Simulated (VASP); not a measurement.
# Ta in VASP: notebook, part 2 of 2

VASP 6.6.1.

## (3) Single point, LDA

Input file INCAR:

```
  ALGO = Normal
  DIPOL = 0.5 0.5 0.500
  EDIFF = 1E-6
  ENCUT = 520
  GGA = CA
  IDIPOL = 3
  ISIF = 2
  ISMEAR = -1
  LASPH = True
  LCHARG = False
  LDIPOL = True
  LREAL = False
  LWAVE = False
  NBANDS = 36
  NELM = 100
  PREC = Accurate
  SIGMA = 0.08
```

Input file KPOINTS:

```
k-points
0
Gamma
  15 15 1
```

Input file POSCAR:

```
Ta
1.0
    2.8173712975      0.0000000000      0.0000000000
   -0.9391237658      2.6562431328      0.0000000000
    0.0000000000      0.0000000000     25.2015000000
Ta
5
Direct
    0.0000000000      0.0000000000      0.3174414992
    0.5000000000      0.5000000000      0.4087207493
    0.0000000000      0.0000000000      0.5000000000
    0.5000000000      0.5000000000      0.5912792507
    0.0000000000      0.0000000000      0.6825585008
```

Potentials or basis: VASP PAW LDA potentials, release 64 (Ta_pv).

The run is started by

```bash
cat potpaw_LDA.64/Ta_pv/POTCAR > POTCAR
mpirun -np 1 vasp_std > vasp.out
```

OUTCAR:

```text
EDIFF = 1E-6
   ENCUT = 520
   GGA = CA
   ISIF = 2
   ISMEAR = -1
   LASPH = True
   LREAL = False
   NELM = 100
   PREC = Accurate

 ion  position               nearest neighbor table
   1  0.000  0.000  0.317-   2 2.82   2 2.82   2 3.25   2 3.25
   2  0.500  0.500  0.409-   1 2.82   1 2.82   3 2.82   3 2.82   1 3.25   1 3.25   3 3.25   3 3.25

   3  0.000  0.000  0.500-   2 2.82   4 2.82   2 2.82   4 2.82   2 3.25   4 3.25   2 3.25   4 3.25

   4  0.500  0.500  0.591-   5 2.82   5 2.82   3 2.82   3 2.82   5 3.25   5 3.25   3 3.25   3 3.25

   5  0.000  0.000  0.683-   4 2.82   4 2.82   4 3.25   4 3.25

  LATTYP: Found a base centered orthorhombic cell.
 ALAT       =     3.2532201541
 B/A-ratio  =     1.4142135624
 C/A-ratio  =     7.7466322002

  Lattice vectors:

 A1 = (   2.8173712975,   0.0000000000,   0.0000000000)
 A2 = (  -0.9391237658,   2.6562431328,   0.0000000000)
 A3 = (   0.0000000000,   0.0000000000,  25.2015000000)

Analysis of symmetry for initial positions (statically):
=====================================================================
 Subroutine PRICEL returns:
 Original cell was already a primitive cell.

 Routine SETGRP: Setting up the symmetry group for a
 base centered orthorhombic supercell.

 Subroutine GETGRP returns: Found  8 space group operations
 (whereof  8 operations were pure point group operations)
 out of a pool of  8 trial point group operations.

The static configuration has the point symmetry D_2h.

Analysis of symmetry for dynamics (positions and initial velocities):
=====================================================================
 Subroutine PRICEL returns:
 Original cell was already a primitive cell.

 Routine SETGRP: Setting up the symmetry group for a
 base centered orthorhombic supercell.

 Subroutine GETGRP returns: Found  8 space group operations
 (whereof  8 operations were pure point group operations)
 out of a pool of  8 trial point group operations.

The dynamic configuration has the point symmetry D_2h.

 Subroutine INISYM returns: Found  8 space group operations
 (whereof  8 operations are pure point group operations),
 and found     1 'primitive' translations
[... 131 lines left out ...]
   LRPA    =     F    only Hartree local field effects (RPA)
 non-spin polarized calculation
  energy-cutoff  :      520.00
  volume of cell :      188.60
 maximum number of plane-waves:      5112
 NGX is ok and might be reduce to    24
   NGX = 11   NGY = 11   NGZ = 93

 dipolmoment           0.000000      0.000000     -0.000000 electrons x Angstroem

 number of electron      55.0000001 magnetization

 dipolmoment           0.000000      0.000000      0.000000 electrons x Angstroem

 Free energy of the ion-electron system (eV)
  ---------------------------------------------------
  ext. energy  EPLUGINS =         0.00000000
  ---------------------------------------------------
  free energy    TOTEN  =       -61.68043821 eV

  energy without entropy =      -61.53882897  energy(sigma->0) =      -61.60963359

 E-fermi :   0.0844     XC(G=0):  -6.8579

 val. band max:        0.0759334301   @ k =   0.4000   0.2000   0.0000
 cond. band min:       0.0898744220   @ k =   0.2667   0.1333   0.0000
 fundamental gap:      0.0139409918
 Fermi energy:         0.0843575428

 k-point     1 :       0.0000    0.0000    0.0000
  band No.  band energies     occupation
      1     -34.1175      2.00000
      2     -34.0287      2.00000
      3     -33.6528      2.00000
      4     -33.3222      2.00000
      5     -33.3186      2.00000
      6     -33.2329      2.00000
[... 925 lines left out ...]
     35       3.7036      0.00000
     36       3.8622      0.00000

 [... further k-points ...]

------------------------ aborting loop because EDIFF is reached ----------------------------------------

 vacuum level on the upper side and lower side of the slab       (xc-potential included)        -0.154        -0.154

  FORCE on cell =-STRESS in cart. coord.  units (eV):
  Direction    XX          YY          ZZ          XY          YZ          ZX
  --------------------------------------------------------------------------------------
  -------------------------------------------------------------------------------------
  Total       -4.2731513     -4.1781805     -2.2916195      0.1343089      0.0000000      0.0000000
  in kB      -36.3011638    -35.4943708    -19.4677066      1.1409777      0.0000000      0.0000000
  external PRESSURE =     -30.4210804 kB  Pullay stress =       0.0000000 kB

 VOLUME and BASIS-vectors are now :
 -----------------------------------------------------------------------------
  energy-cutoff  :      520.00
  volume of cell :      188.60
      direct lattice vectors                 reciprocal lattice vectors
     2.817371297  0.000000000  0.000000000     0.354940792  0.125490521  0.000000000
    -0.939123766  2.656243133  0.000000000     0.000000000  0.376471562  0.000000000
     0.000000000  0.000000000 25.201500000     0.000000000  0.000000000  0.039680178

 POSITION                                       TOTAL-FORCE (eV/Angst)
 -----------------------------------------------------------------------------------
      0.00000      0.00000      8.00000         0.000000      0.000000      0.459418
      0.93912      1.32812     10.30038        -0.000000      0.000000     -0.427849
      0.00000      0.00000     12.60075        -0.000000      0.000000      0.000000
      0.93912      1.32812     14.90112         0.000000      0.000000      0.427849
      0.00000      0.00000     17.20150        -0.000000      0.000000     -0.459418
 -----------------------------------------------------------------------------------
    total drift:                                0.000000     -0.000000      0.000000

  FREE ENERGIE OF THE ION-ELECTRON SYSTEM (eV)
  ---------------------------------------------------
  free  energy   TOTEN  =       -61.6804382052 eV

  energy  without entropy=      -61.5388289722  energy(sigma->0) =      -61.60963359

 vacuum level on the upper side and lower side of the slab         5.006         5.006
```

Wall time 14 min (1 thread of AMD EPYC 9R14 (Zen 4), shared host); peak memory 0.42 GiB.

What came out:

* Free energy: -61.6804 eV
* Largest force: 0.459 eV/Å
* Band gap on the k mesh: zero (an odd number of electrons rules out a gap without spin polarisation)

Forces in eV/Å, atoms in the order of the input:
```
Ta   0.000  0.000  0.459
Ta   0.000  0.000 -0.428
Ta   0.000  0.000  0.000
Ta   0.000  0.000  0.428
Ta   0.000  0.000 -0.459
```

Caveat: spin-orbit coupling is left out, which moves the levels of the heavy elements.

## (4) Single point, LDA

Input file INCAR:

```
PREC = Accurate ; ENCUT = 520
EDIFF = 1E-6 ; ISMEAR = -1
SIGMA = 0.08 ; LREAL = False
LASPH = True ; NELM = 60
ALGO = Normal ; ISIF = 2
LWAVE = False ; LCHARG = False
LDIPOL = True ; IDIPOL = 3
DIPOL = 0.5 0.5 0.500 ; NBANDS = 36
```

Input file KPOINTS:

```
regular mesh
0
Gamma
  15 15 1
```

Input file POSCAR:

```
Ta
1.0
    2.8173712975      0.0000000000      0.0000000000
   -0.9391237658      2.6562431328      0.0000000000
    0.0000000000      0.0000000000     25.2015000000
Ta
5
Direct
    0.0000000000      0.0000000000      0.3213221709
    0.5000000000      0.5000000000      0.4088760544
    0.0000000000      0.0000000000      0.4999999999
    0.5000000000      0.5000000000      0.5911239455
    0.0000000000      0.0000000000      0.6786778293
```

Potentials or basis: VASP PAW LDA potentials, release 64 (Ta_pv).

The run is started by

```bash
cat potpaw_LDA.64/Ta_pv/POTCAR > POTCAR
mpirun -np 1 vasp_std > vasp.out
```

OUTCAR:

```text
PREC = Accurate
   ENCUT = 520
   EDIFF = 1E-6
   ISMEAR = -1
   LREAL = False
   LASPH = True
   NELM = 60
   ISIF = 2

 ion  position               nearest neighbor table
   1  0.000  0.000  0.321-   2 2.74   2 2.74   2 3.19   2 3.19
   2  0.500  0.500  0.409-   1 2.74   1 2.74   3 2.81   3 2.81   1 3.19   1 3.19   3 3.25   3 3.25

   3  0.000  0.000  0.500-   2 2.81   2 2.81   4 2.81   4 2.81   2 3.25   2 3.25   4 3.25   4 3.25

   4  0.500  0.500  0.591-   5 2.74   5 2.74   3 2.81   3 2.81   5 3.19   5 3.19   3 3.25   3 3.25

   5  0.000  0.000  0.679-   4 2.74   4 2.74   4 3.19   4 3.19

  LATTYP: Found a base centered orthorhombic cell.
 ALAT       =     3.2532201541
 B/A-ratio  =     1.4142135624
 C/A-ratio  =     7.7466322002

  Lattice vectors:

 A1 = (   2.8173712975,   0.0000000000,   0.0000000000)
 A2 = (  -0.9391237658,   2.6562431328,   0.0000000000)
 A3 = (   0.0000000000,   0.0000000000,  25.2015000000)

Analysis of symmetry for initial positions (statically):
=====================================================================
 Subroutine PRICEL returns:
 Original cell was already a primitive cell.

 Routine SETGRP: Setting up the symmetry group for a
 base centered orthorhombic supercell.

 Subroutine GETGRP returns: Found  8 space group operations
 (whereof  8 operations were pure point group operations)
 out of a pool of  8 trial point group operations.

The static configuration has the point symmetry D_2h.

Analysis of symmetry for dynamics (positions and initial velocities):
=====================================================================
 Subroutine PRICEL returns:
 Original cell was already a primitive cell.

 Routine SETGRP: Setting up the symmetry group for a
 base centered orthorhombic supercell.

 Subroutine GETGRP returns: Found  8 space group operations
 (whereof  8 operations were pure point group operations)
 out of a pool of  8 trial point group operations.

The dynamic configuration has the point symmetry D_2h.

 Subroutine INISYM returns: Found  8 space group operations
 (whereof  8 operations are pure point group operations),
 and found     1 'primitive' translations

----------------------------------------------------------------------------------------

                                     Primitive cell

  volume of cell :     188.5985

  direct lattice vectors                    reciprocal lattice vectors
     2.817371297  0.000000000  0.000000000     0.354940792  0.125490521  0.000000000
    -0.939123766  2.656243133  0.000000000     0.000000000  0.376471562  0.000000000
     0.000000000  0.000000000 25.201500000     0.000000000  0.000000000  0.039680178

  length of vectors
     2.817371297  2.817371298 25.201500000     0.376471562  0.376471562  0.039680178

  position of ions in fractional coordinates (direct lattice)
     0.000000000  0.000000000  0.321322171
     0.500000000  0.500000000  0.408876054
     0.000000000  0.000000000  0.500000000
     0.500000000  0.500000000  0.591123946
     0.000000000  0.000000000  0.678677829

  ion indices of the primitive-cell ions
   primitive index   ion index
                 1           1
                 2           2
                 3           3
[... 36 lines left out ...]
  0.333333  0.000000  0.000000      4.000000
[... 16 lines left out ...]
  0.133333  0.133333  0.000000      2.000000
  0.200000  0.133333  0.000000      4.000000
 [... further k-points ...]
   k-points           NKPTS =     64   k-points in BZ     NKDIM =     64   number of bands    NBANDS=     36
   number of dos      NEDOS =    301   number of ions     NIONS =      5
   total plane-waves  NPLWV = 110592
   dimension x,y,z NGX =    24 NGY =   24 NGZ =  192
   dimension x,y,z NGXF=    48 NGYF=   48 NGZF=  384
   ions per type =               5
   NGX,Y,Z   is equivalent  to a cutoff of  14.16, 14.16, 12.67 a.u.
   NGXF,Y,Z  is equivalent  to a cutoff of  28.32, 28.32, 25.33 a.u.
 SYSTEM =  unknown system
   PREC   = accura    normal or accurate (medium, high low for compatibility)
   ISTART =      0    job   : 0-new  1-cont  2-samecut
   ICHARG =      2    charge: 1-file 2-atom 10-const
   ISPIN  =      1    spin polarized calculation?
   LNONCOLLINEAR =      F non collinear calculations
   LSORBIT =      F    spin-orbit coupling
   LASPH  =      T    aspherical Exc in radial PAW
   ENCUT  =  520.0 eV  38.22 Ry    6.18 a.u.   5.24  5.24 46.86*2*pi/ulx,y,z
   NELM   =     60;   NELMIN=  2; NELMDL= -5     # of ELM steps
   EDIFF  = 0.1E-05   stopping-criterion for ELM
   LREAL  =      F    real-space projection
   EDIFFG = 0.1E-04   stopping-criterion for IOM
   NSW    =      0    number of steps for IOM
   IBRION =     -1    ionic relax: 0-MD 1-quasi-New 2-CG
   NFREE  =      0    steps in history (QN), initial steepest desc. (CG)
   ISIF   =      2    stress and relaxation
   ISYM   =      2    0-nonsym 1-usesym 2-fastsym
   POTIM  = 0.5000    time-step for ionic-motion
   TEBEG  =    0.0;   TEEND  =   0.0 temperature during run
   PSTRESS=    0.0 pullay stress
   NELECT =      55.0000    total number of electrons
   NUPDOWN=      -1.0000    fix difference up-down
   EMIN   =  10.00;   EMAX   =-10.00  energy-range for DOS
   EFERMI =   0.00;   METHOD = LEGACY
   ISMEAR =    -1;   SIGMA  =   0.08  broadening in eV -4-tet -1-fermi 0-gaus
   EFERMI_NEDOS =   21; number of points for ismear=-14 and -15
   IALGO  =     38    algorithm
   IMIX   =      4    mixing-type and parameters
     AMIX     =   0.40;   BMIX     =  1.00
     AMIX_MAG =   1.60;   BMIX_MAG =  1.00
  volume/ion in A,a.u.               =      37.72       254.55
  Fermi-wavevector in a.u.,A,eV,Ry     =   1.085633  2.051549 16.035807  1.178599
  Thomas-Fermi vector in A             =   2.221751
   LORBIT       =      0    0 simple, 1 ext, 2 COOP (PROOUT), +10 PAW based schemes
   GGA     = CA    functional components
   LHFCALC =     F    Hartree Fock is set to
   AEXX    =    0.0000 exact exchange contribution
   IVDW    =     0    specifies the selected vdW correction
   LEPSILON=     F    determine dielectric tensor
   LRPA    =     F    only Hartree local field effects (RPA)
 non-spin polarized calculation
  energy-cutoff  :      520.00
  volume of cell :      188.60
 maximum number of plane-waves:      5112
 NGX is ok and might be reduce to    24
   NGX = 11   NGY = 11   NGZ = 93

 dipolmoment           0.000000      0.000000     -0.000000 electrons x Angstroem

 number of electron      55.0000004 magnetization

 dipolmoment           0.000000      0.000000      0.000000 electrons x Angstroem

 Free energy of the ion-electron system (eV)
  ---------------------------------------------------
  ext. energy  EPLUGINS =         0.00000000
  ---------------------------------------------------
  free energy    TOTEN  =       -61.72217641 eV

  energy without entropy =      -61.58841732  energy(sigma->0) =      -61.65529687

 E-fermi :   0.1058     XC(G=0):  -6.7940

 val. band max:        0.0962437403   @ k =   0.4667   0.0667   0.0000
 cond. band min:       0.1124058667   @ k =   0.2667   0.1333   0.0000
 fundamental gap:      0.0161621265
 Fermi energy:         0.1058096512

 k-point     1 :       0.0000    0.0000    0.0000
  band No.  band energies     occupation
      1     -34.1329      2.00000
      2     -34.0393      2.00000
      3     -33.5872      2.00000
      4     -33.2934      2.00000
      5     -33.2875      2.00000
      6     -33.1101      2.00000
[... 925 lines left out ...]
     35       3.8285      0.00000
     36       3.8431      0.00000

 [... further k-points ...]

------------------------ aborting loop because EDIFF is reached ----------------------------------------

 vacuum level on the upper side and lower side of the slab       (xc-potential included)        -0.166        -0.166

  FORCE on cell =-STRESS in cart. coord.  units (eV):
  Direction    XX          YY          ZZ          XY          YZ          ZX
  --------------------------------------------------------------------------------------
  -------------------------------------------------------------------------------------
  Total       -2.3309466     -2.1998935      0.3898886      0.1853370      0.0000000      0.0000000
  in kB      -19.8017972    -18.6884786      3.3121719      1.5744704      0.0000000      0.0000000
  external PRESSURE =     -11.7260346 kB  Pullay stress =       0.0000000 kB

 VOLUME and BASIS-vectors are now :
 -----------------------------------------------------------------------------
  energy-cutoff  :      520.00
  volume of cell :      188.60
      direct lattice vectors                 reciprocal lattice vectors
     2.817371297  0.000000000  0.000000000     0.354940792  0.125490521  0.000000000
    -0.939123766  2.656243133  0.000000000     0.000000000  0.376471562  0.000000000
     0.000000000  0.000000000 25.201500000     0.000000000  0.000000000  0.039680178

 POSITION                                       TOTAL-FORCE (eV/Angst)
 -----------------------------------------------------------------------------------
      0.00000      0.00000      8.09780         0.000000      0.000000     -0.047777
      0.93912      1.32812     10.30429        -0.000000      0.000000      0.002360
      0.00000      0.00000     12.60075         0.000000      0.000000      0.000000
      0.93912      1.32812     14.89721        -0.000000      0.000000     -0.002360
      0.00000      0.00000     17.10370         0.000000     -0.000000      0.047777
 -----------------------------------------------------------------------------------
    total drift:                                0.000000     -0.000000      0.000000

  FREE ENERGIE OF THE ION-ELECTRON SYSTEM (eV)
  ---------------------------------------------------
  free  energy   TOTEN  =       -61.7221764149 eV

  energy  without entropy=      -61.5884173249  energy(sigma->0) =      -61.65529687

 vacuum level on the upper side and lower side of the slab         4.958         4.958
```

stdout:

```text
POSCAR found type information on POSCAR Ta
 POSCAR found :  1 types and       5 ions
 scaLAPACK will be used
 LDA part: xc-table for (Slater(with rela. corr.)+CA(PZ))
 , standard interpolation
 POSCAR, INCAR and KPOINTS ok, starting setup
 FFT: planning ... GRIDC
 FFT: planning ... GRID_SOFT
 FFT: planning ... GRID
 WAVECAR not read
 entering main loop
```

It took 14 min on 1 thread of AMD EPYC 9R14 (Zen 4), shared host; peak memory 0.42 GiB.

Results:

```
Free energy            : -61.7222 eV
Largest force          : 0.048 eV/Å
Band gap on the k mesh : zero (an odd number of electrons rules out a gap without spin polarisation)
```

Forces on the atoms (eV/Å):
```
Ta   0.000  0.000 -0.048
Ta   0.000  0.000  0.002
Ta   0.000  0.000  0.000
Ta   0.000  0.000 -0.002
Ta   0.000  0.000  0.048
```

Caveat: spin-orbit coupling is left out, which moves the levels of the heavy elements.
